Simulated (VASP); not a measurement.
InAgTe2, 8 atoms in the cell. It takes space group I-42d (No. 122, tetragonal). Conventional cell: a = 6.467 Å, b = 6.467 Å, c = 12.633 Å, α = 90.00°, β = 90.00°, γ = 90.00°. In (site symmetry -4) has 4 Te at 2.74 Å within 3.6 Å. Ag (site symmetry -4) has 4 Te at 2.82 Å within 3.7 Å. Te (site symmetry 2) has 2 In at 2.74 Å and 2 Ag at 2.82 Å within 3.6 Å. 

```yaml
Program: VASP 6.6.1
Task: relaxation of cell and atoms
Functional: PBE
Potentials_or_basis: VASP PAW PBE potentials, release 64 (In_d, Ag, Te)
Cutoff: 500 eV
k_mesh: 6 × 6 × 6
Occupations: methfessel-paxton, width 0.00819 eV
Spin: no spin polarisation
Dipole_correction: no
Further_INCAR_settings: ALGO = Normal; EDIFF = 1e-07; IBRION = 2; EDIFFG = -0.05; NSW = 100; ISIF = 3
```

Potentials or basis: VASP PAW PBE potentials, release 64 (In_d, Ag, Te).

Command:

```console
$ cat potpaw_PBE.64/In_d/POTCAR potpaw_PBE.64/Ag/POTCAR potpaw_PBE.64/Te/POTCAR > POTCAR
$ mpirun -np 1 vasp_std > vasp.out
```

Hardware: 1 thread of AMD EPYC 9R45 (Zen 5), with other jobs on the host.

Task: How long does it take, and how much memory?

Result: Wall time 47 min on 1 thread of AMD EPYC 9R45 (Zen 5), on a shared host, peak memory 0.68 GiB. Counts: scf iterations 72, k points 30, ion steps 5.
